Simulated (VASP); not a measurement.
## CaZrSe3: single point with PBE

Crystal: CaZrSe3.

```
CELL_PARAMETERS angstrom
-3.71554 3.71554 5.25457
3.71554 -3.71554 5.25457
3.71554 3.71554 -5.25457
ATOMIC_POSITIONS crystal
Ca 0.75000 0.25000 0.50000
Ca 0.25000 0.75000 0.50000
Zr 0.50000 0.50000 0.00000
Zr 0.00000 0.00000 0.00000
Se 0.29189 0.79189 0.08379
Se 0.79189 0.70811 0.50000
Se 0.75000 0.75000 0.00000
Se 0.70811 0.20811 0.91621
Se 0.20811 0.29189 0.50000
Se 0.25000 0.25000 0.00000
```

```yaml
Program: VASP 6.6.1
Task: single point
Functional: PBE
Potentials_or_basis: VASP PAW PBE potentials, release 64 (Ca_sv, Zr_sv, Se)
Cutoff: 520 eV
k_mesh: 4 × 4 × 4
Occupations: gaussian, width 0.1 eV
Spin: no spin polarisation
```

```json
{
  "Pressure": "-2.2 GPa",
  "Largest force": "0.712 eV/Å",
  "Band gap on the k mesh": "0.43 eV"
}
```

Forces in eV/Å, atoms in the order of the input:
```
Ca   0.000  0.000  0.000
Ca   0.000  0.000  0.000
Zr   0.000  0.000  0.000
Zr   0.000  0.000  0.000
Se   0.504  0.504  0.000
Se  -0.504  0.504  0.000
Se   0.000  0.000  0.000
Se  -0.504 -0.504  0.000
Se   0.504 -0.504  0.000
Se   0.000  0.000  0.000
```

Levels at points of the mesh, in eV from the valence-band top:
```csv
k point,band 38,band 39,band 40,band 41,band 42,band 43
"(0.00, 0.00, 0.00)",-0.38,-0.19,-0.19,0.44,0.59,0.59
"(0.50, 0.00, 0.00)",-0.78,-0.63,-0.63,1.42,1.42,1.66
"(0.50, 0.50, 0.00)",-0.74,-0.65,-0.02,0.43,1.85,1.92
"(0.50, 0.50, 0.50)",-0.56,-0.56,-0.52,0.55,1.73,2.13
```

Wall time 3.8 min on 1 thread of Intel(R) Xeon(R) Platinum 8375C CPU @ 2.90GHz (Ice Lake), with other jobs on the host, peak memory 0.52 GiB.

A k mesh can miss the band edges.
